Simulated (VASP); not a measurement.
# SiC (F-43m) in VASP: notebook, part 3 of 3

VASP 6.6.1. Earlier steps stand in the parts before.

## 4. Single point, LDA

This run uses another cell than the first one, of 10.14 Å³/atom.

The input, INCAR:

```
ALGO     = Normal         # electronic algorithm
EDIFF    = 1E-6           # SCF threshold, eV
ENCUT    = 520            # plane-wave cutoff, eV
ISIF     = 2              # what is computed and relaxed
ISMEAR   = -1             # smearing method
LASPH    = True           # aspherical terms in the spheres
LCHARG   = False          # write CHGCAR
LREAL    = False          # projectors in reciprocal space
LWAVE    = False          # write WAVECAR
NBANDS   = 11             # bands
NELM     = 60             # most SCF steps
PREC     = Accurate       # precision mode
SIGMA    = 0.02           # smearing width, eV
```

The input, KPOINTS:

```
k-points
0
Gamma
  10 10 10
```

The input, POSCAR:

```
SiC
1.0
    0.0000000000      2.1646624616      2.1646624616
    2.1646624616      0.0000000000      2.1646624616
    2.1646624616      2.1646624616      0.0000000000
Si C
1 1
Direct
    0.0000000000      0.0000000000      0.0000000000
    0.2500000000      0.2500000000      0.2500000000
```

Potentials or basis: VASP PAW LDA potentials, release 64 (Si, C).

Run with:

```bash
> cat potpaw_LDA.64/Si/POTCAR potpaw_LDA.64/C/POTCAR > POTCAR
> mpirun -np 1 vasp_std > vasp.out
```

OUTCAR:

```text
EDIFF = 1E-6
   ENCUT = 520
   ISIF = 2
   ISMEAR = -1
   LASPH = True
   LREAL = False
   NELM = 60
   PREC = Accurate

 ion  position               nearest neighbor table
   1  0.000  0.000  0.000-   2 1.87   2 1.87   2 1.87   2 1.87
   2  0.250  0.250  0.250-   1 1.87   1 1.87   1 1.87   1 1.87

  LATTYP: Found a face centered cubic cell.
 ALAT       =     4.3293249232

  Lattice vectors:

 A1 = (   0.0000000000,   2.1646624616,   2.1646624616)
 A2 = (   2.1646624616,   0.0000000000,   2.1646624616)
 A3 = (   2.1646624616,   2.1646624616,   0.0000000000)

Analysis of symmetry for initial positions (statically):
=====================================================================
 Subroutine PRICEL returns:
 Original cell was already a primitive cell.

 Routine SETGRP: Setting up the symmetry group for a
 face centered cubic supercell.

 Subroutine GETGRP returns: Found 24 space group operations
 (whereof 24 operations were pure point group operations)
 out of a pool of 48 trial point group operations.

The static configuration has the point symmetry T_d .

Analysis of symmetry for dynamics (positions and initial velocities):
=====================================================================
 Subroutine PRICEL returns:
 Original cell was already a primitive cell.

 Routine SETGRP: Setting up the symmetry group for a
 face centered cubic supercell.

 Subroutine GETGRP returns: Found 24 space group operations
 (whereof 24 operations were pure point group operations)
 out of a pool of 48 trial point group operations.

The dynamic configuration has the point symmetry T_d .

 Subroutine INISYM returns: Found 24 space group operations
 (whereof 24 operations are pure point group operations),
 and found     1 'primitive' translations

----------------------------------------------------------------------------------------

                                     Primitive cell

  volume of cell :      20.2862

  direct lattice vectors                    reciprocal lattice vectors
[... 114 lines left out ...]
   AEXX    =    0.0000 exact exchange contribution
   IVDW    =     0    specifies the selected vdW correction
   LEPSILON=     F    determine dielectric tensor
   LRPA    =     F    only Hartree local field effects (RPA)
 non-spin polarized calculation
  energy-cutoff  :      520.00
  volume of cell :       20.29
 maximum number of plane-waves:       568
   NGX = 11   NGY = 11   NGZ = 11

 number of electron       8.0000000 magnetization

 Free energy of the ion-electron system (eV)
  ---------------------------------------------------
  ext. energy  EPLUGINS =         0.00000000
  ---------------------------------------------------
  free energy    TOTEN  =       -16.64251492 eV

  energy without entropy =      -16.64251492  energy(sigma->0) =      -16.64251492

 E-fermi :   8.6553     XC(G=0): -11.6411

 val. band max:        8.2885005038   @ k =   0.0000   0.0000   0.0000
 cond. band min:       9.5760252350   @ k =   0.5000   0.5000   0.0000
 fundamental gap:      1.2875247312
 Fermi energy:         8.6553077703

 k-point     1 :       0.0000    0.0000    0.0000
  band No.  band energies     occupation
      1      -7.1829      2.00000
      2       8.2885      2.00000
      3       8.2885      2.00000
      4       8.2885      2.00000
      5      14.8142      0.00000
      6      15.6172      0.00000
      7      15.6172      0.00000
      8      15.6172      0.00000
      9      22.8631      0.00000
     10      22.8631      0.00000
     11      24.7680      0.00000
[... 309 lines left out ...]
 k-point    24 :       0.4000    0.3000    0.0000
  band No.  band energies     occupation
      1      -3.9678      2.00000
      2       2.7319      2.00000
      3       5.0833      2.00000
      4       5.6250      2.00000
      5      11.1067      0.00000
      6      13.8723      0.00000
      7      19.9848      0.00000
      8      20.2537      0.00000
      9      22.1071      0.00000
     10      26.4333      0.00000
     11      29.7074      0.00000

 [... further k-points ...]

------------------------ aborting loop because EDIFF is reached ----------------------------------------

  FORCE on cell =-STRESS in cart. coord.  units (eV):
  Direction    XX          YY          ZZ          XY          YZ          ZX
  --------------------------------------------------------------------------------------
  -------------------------------------------------------------------------------------
  Total        0.0459976      0.0459976      0.0459976      0.0000000      0.0000000     -0.0000000
  in kB        3.6328294      3.6328294      3.6328294      0.0000000      0.0000000     -0.0000000
  external PRESSURE =       3.6328294 kB  Pullay stress =       0.0000000 kB

 VOLUME and BASIS-vectors are now :
 -----------------------------------------------------------------------------
  energy-cutoff  :      520.00
  volume of cell :       20.29
      direct lattice vectors                 reciprocal lattice vectors
     0.000000000  2.164662462  2.164662462    -0.230982894  0.230982894  0.230982894
     2.164662462  0.000000000  2.164662462     0.230982894 -0.230982894  0.230982894
     2.164662462  2.164662462  0.000000000     0.230982894  0.230982894 -0.230982894

 POSITION                                       TOTAL-FORCE (eV/Angst)
 -----------------------------------------------------------------------------------
      0.00000      0.00000      0.00000         0.000000      0.000000      0.000000
      1.08233      1.08233      1.08233        -0.000000     -0.000000     -0.000000
 -----------------------------------------------------------------------------------
    total drift:                                0.000000      0.000000      0.000000

  FREE ENERGIE OF THE ION-ELECTRON SYSTEM (eV)
  ---------------------------------------------------
  free  energy   TOTEN  =       -16.6425149175 eV

  energy  without entropy=      -16.6425149174  energy(sigma->0) =      -16.64251492
```

stdout:

```text
POSCAR found type information on POSCAR SiC
 POSCAR found :  2 types and       2 ions
 scaLAPACK will be used
 LDA part: xc-table for (Slater(with rela. corr.)+CA(PZ))
 , standard interpolation
 POSCAR, INCAR and KPOINTS ok, starting setup
 FFT: planning ... GRIDC
 FFT: planning ... GRID_SOFT
 FFT: planning ... GRID
 WAVECAR not read
 entering main loop
```

Run time: 4.4 s. Hardware: 1 thread of Intel Xeon Platinum 8559C (Emerald Rapids), shared host; peak memory 0.12 GiB.

What came out:

| Item | Value |
| --- | --- |
| Free energy | -16.6425 eV |
| Pressure | 0.4 GPa |
| Band gap on the k mesh | 1.29 eV (least direct gap 4.52 eV) |

## 5. Summary

| level | potentials or basis | cell | gap on the mesh (eV) | pressure (GPa) |
| --- | --- | --- | --- | --- |
| PBE | VASP PAW PBE potentials, release 64 (Si, C) | a = 3.097 Å, angles 60.0°, 2 atoms | 1.37 | 0.0 |
| PBEsol | VASP PAW PBE potentials, release 64 (Si, C) | a = 3.081 Å, angles 60.0°, 2 atoms | 1.23 | 0.3 |
| LDA | VASP PAW LDA potentials, release 64 (Si, C) | a = 3.061 Å, angles 60.0°, 2 atoms | 1.29 | 0.4 |

Alike in all rows: task single point; no spin polarisation; k mesh 10 × 10 × 10; cutoff (eV) 520; smearing fermi-dirac 0.02 eV.

Caveats: the PAW data sets were made with another functional, which shifts forces and pressure a little (at least some runs).

Absolute energies hang on the potentials; compare differences alone.

## 6. Comparison with measurements

Step 2. Measured gap of SiC: 2.4 eV (indirect; quoted in “Insight into the structural, elastic and electronic properties of a new orthorhombic 6O-SiC polytype”, 2020, pmc:7200658). This calculation gives 1.37 eV (-1.03 eV). The value is that of PBE on a finite k mesh, which can miss the band edges, without temperature or zero-point motion. Semilocal functionals fall short of measured gaps as a rule.

Step 3. Measured gap of SiC: 2.4 eV (indirect; quoted in “Insight into the structural, elastic and electronic properties of a new orthorhombic 6O-SiC polytype”, 2020, pmc:7200658). This calculation gives 1.23 eV (-1.17 eV). The value is that of PBEsol on a finite k mesh, which can miss the band edges, without temperature or zero-point motion. Semilocal functionals fall short of measured gaps as a rule.

Step 4. A measured gap of SiC is 2.4 eV (indirect; quoted in “Insight into the structural, elastic and electronic properties of a new orthorhombic 6O-SiC polytype”, 2020, pmc:7200658); the calculated 1.29 eV misses it by -1.11 eV. The value is that of LDA on a finite k mesh, which can miss the band edges, without temperature or zero-point motion. Semilocal functionals fall short of measured gaps as a rule.
